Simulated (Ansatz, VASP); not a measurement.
# One calculation of SrO, two programs

File INCAR:

```
SYSTEM = SrO
ALGO = Normal
EDIFF = 1E-6
ENCUT = 520
GGA = PS
ISIF = 2
ISMEAR = 0
LASPH = .TRUE.
LCHARG = .FALSE.
LREAL = .FALSE.
LWAVE = .FALSE.
NBANDS = 24
NELM = 80
PREC = Accurate
SIGMA = 0.05
```

Contents of KPOINTS:

```
k-points
0
G
  6 6 6
  0 0 0
```

The input POSCAR:

```
SrO
1.0
    4.2754662656      0.0000000000      0.0000000000
   -2.1377331328      3.7026623990      0.0000000000
    0.0000000000      0.0000000000      5.1555949900
Sr O
2 2
Direct
    0.3333333333      0.6666666667      0.9381277000
    0.6666666667      0.3333333333      0.4381277000
    0.3333333333      0.6666666667      0.4368723000
    0.6666666667      0.3333333333      0.9368723000
```

Input for Ansatz:

```yaml
crystal:
  lattice:
    - [4.2754662656, 0.0, 0.0]
    - [-2.1377331328, 3.702662399, 0.0]
    - [0.0, 0.0, 5.15559499]
  atoms:
    - { symbol: Sr, position: [0.3333333333, 0.6666666667, 0.9381277] }
    - { symbol: Sr, position: [0.6666666667, 0.3333333333, 0.4381277] }
    - { symbol: O, position: [0.3333333333, 0.6666666667, 0.4368723] }
    - { symbol: O, position: [0.6666666667, 0.3333333333, 0.9368723] }
basis:
  ecutwfc: 420
kpoints:
  mp_grid: { grid: [6, 6, 6] }
hamiltonian:
  xc: pbesol
scf:
  occupations: { method: gaussian, width: 0.05 }
output:
  forces: true
  stress: true
  eigenvalues: true
```

Alike in both runs: task single point; functional PBEsol; k mesh 6 × 6 × 6; occupations gaussian, width 0.05 eV; no spin polarisation.

|  | VASP | Ansatz |
| --- | --- | --- |
| version | VASP 6.6.1 | Ansatz 0.2.0 |
| potentials or method | VASP PAW PBE potentials, release 64 (Sr_sv, O), cutoff 520 eV | scalar-relativistic, plane waves, PAW |
| valence electrons in the cell | 32 | 32 |

|  | VASP | Ansatz | Ansatz less VASP |
| --- | --- | --- | --- |
| gap on the k mesh at the Fermi level (eV) | 2.50 | 2.52 | +0.020 |
| least direct gap on the mesh (eV) | 2.50 | 2.52 | +0.020 |
| pressure (GPa) | -1.5 | -2.0 | -0.49 |
| traceless stress, the component that is largest in VASP (GPa) | -0.11 | -0.12 | -0.011 |
| rms of the force components (eV/Å) | 0.007 | 0.007 | -0.0006 |

VASP's potentials were made for PBE, not for PBEsol. Atom by atom the forces differ by 0.001 eV/Å (rms over components).
